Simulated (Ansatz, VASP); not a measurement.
Ti: VASP beside Ansatz

INCAR

```
SYSTEM = Ti
ALGO = Fast
EDIFF = 1E-6
ENCUT = 520
GGA = PS
ISIF = 2
ISMEAR = 0
LASPH = .TRUE.
LCHARG = .TRUE.
LELF = .TRUE.
LREAL = .FALSE.
LVHAR = .TRUE.
LWAVE = .FALSE.
NBANDS = 19
NELM = 60
PREC = Accurate
SIGMA = 0.15
```

The input KPOINTS:

```
k-points
0
G
  18 18 10
  0 0 0
```

The input POSCAR:

```
Ti
1.0
    2.9499978604      0.0000000000      0.0000000000
   -1.4749989302      2.5547730882      0.0000000000
    0.0000000000      0.0000000000      4.6860000000
Ti
2
Direct
    0.3333333333      0.6666666667      0.1539692702
    0.6666666667      0.3333333333      0.7500000000
```

Input for Ansatz:

```yaml
crystal:
  lattice:
    - [2.9499978604, 0.0, 0.0]
    - [-1.4749989302, 2.5547730882, 0.0]
    - [0.0, 0.0, 4.686]
  atoms:
    - { symbol: Ti, position: [0.3333333333, 0.6666666667, 0.1539692702] }
    - { symbol: Ti, position: [0.6666666667, 0.3333333333, 0.75] }
basis:
  ecutwfc: 420
kpoints:
  mp_grid: { grid: [18, 18, 10] }
hamiltonian:
  xc: pbesol
scf:
  occupations: { method: gaussian, width: 0.15 }
output:
  forces: true
  stress: true
  eigenvalues: true
  write_density: true
  write_potential: true
  elf: true
  volumetric_format: npy
```

Alike in both runs: task single point; functional PBEsol; k mesh 18 × 18 × 10; occupations gaussian, width 0.15 eV; no spin polarisation.

```csv
,VASP,Ansatz
version,VASP 6.6.1,Ansatz 0.2.0
potentials or method,"VASP PAW PBE potentials, release 64 (Ti_sv), cutoff 520 eV","scalar-relativistic, plane waves, PAW"
valence electrons in the cell,24,24
```

```csv
,VASP,Ansatz,Ansatz less VASP
gap on the k mesh at the Fermi level (eV),none,none,-
pressure (GPa),2.5,2.9,+0.42
"traceless stress, the component that is largest in VASP (GPa)",5.20,5.17,-0.033
rms of the force components (eV/Å),1.572,1.579,+0.0070
```

VASP's potentials were made for PBE, not for PBEsol. Atom by atom the forces differ by 0.007 eV/Å (rms over components). A gap of «none» marks a metal or a gap that the smearing closes.
